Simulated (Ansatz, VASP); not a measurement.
Given: the input of a run of VASP 6.6.1 on HgTe.

INCAR

```
SYSTEM = HgTe
  ALGO = Normal
  EDIFF = 1E-6
  ENCUT = 520
  GGA = CA
  ISIF = 2
  ISMEAR = -1
  LASPH = .True.
  LCHARG = .True.
  LELF = .True.
  LREAL = .False.
  LVHAR = .True.
  LWAVE = .False.
  NBANDS = 16
  NELM = 60
  PREC = Accurate
  SIGMA = 0.05
```

KPOINTS

```
k-points
0
Gamma
  10 10 10
  0 0 0
```

POSCAR

```
HgTe
1.0
   -3.0044411569      3.0044411569      1.5383343083
    3.0044411569     -3.0044411569      1.5383343083
    3.0044411569      3.0044411569     -1.5383343083
Hg Te
1 1
Direct
    0.7500000000      0.2500000000      0.5000000000
    0.0000000000      0.0000000000      0.0000000000
```

Potentials or basis: VASP PAW LDA potentials, release 64 (Hg, Te).

Launch:

```console
$ cat potpaw_LDA.64/Hg/POTCAR potpaw_LDA.64/Te/POTCAR > POTCAR
$ mpirun -np 1 vasp_std > vasp.out
```

**Question.** Translate it to Ansatz 0.2.0. Potentials there: Ansatz PAW.

**Answer.** As run (the cutoff follows the program's own potentials):

The input input.yaml:

```yaml
crystal:
  lattice:
    - [-3.0044411569, 3.0044411569, 1.5383343083]
    - [3.0044411569, -3.0044411569, 1.5383343083]
    - [3.0044411569, 3.0044411569, -1.5383343083]
  atoms:
    - { symbol: Hg, position: [0.75, 0.25, 0.5] }
    - { symbol: Te, position: [0.0, 0.0, 0.0] }
hamiltonian:
  xc: lda
  pseudopotentials: { kind: paw }
kpoints:
  mp_grid: { grid: [10, 10, 10] }
scf:
  occupations: { method: fermi_dirac, width: 0.05 }
output:
  forces: true
  stress: true
  eigenvalues: true
```

Potentials or basis: Ansatz PAW.

Command:

```bash
$ ansatz run input.yaml --threads 2 --pin off --max-ram 5632MiB --backend cpu --events-out ev --progress --plain --runs-dir out
```

Both were run:

|  | VASP | Ansatz | Ansatz less VASP |
| --- | --- | --- | --- |
| gap on the k mesh at the Fermi level (eV) | none | none | - |
| pressure (GPa) | -3.1 | -3.4 | -0.24 |
| traceless stress, the component that is largest in VASP (GPa) | 3.21 | 3.16 | -0.050 |

LDA's correlation is that of Perdew and Zunger in VASP and of Perdew and Wang (1992) in Ansatz. A gap of «none» marks a metal or a gap that the smearing closes. VASP's potentials hold 18 valence electrons a cell and Ansatz's 36, so a difference there can come from the potentials and not from the codes.

Spin-orbit coupling is off throughout.
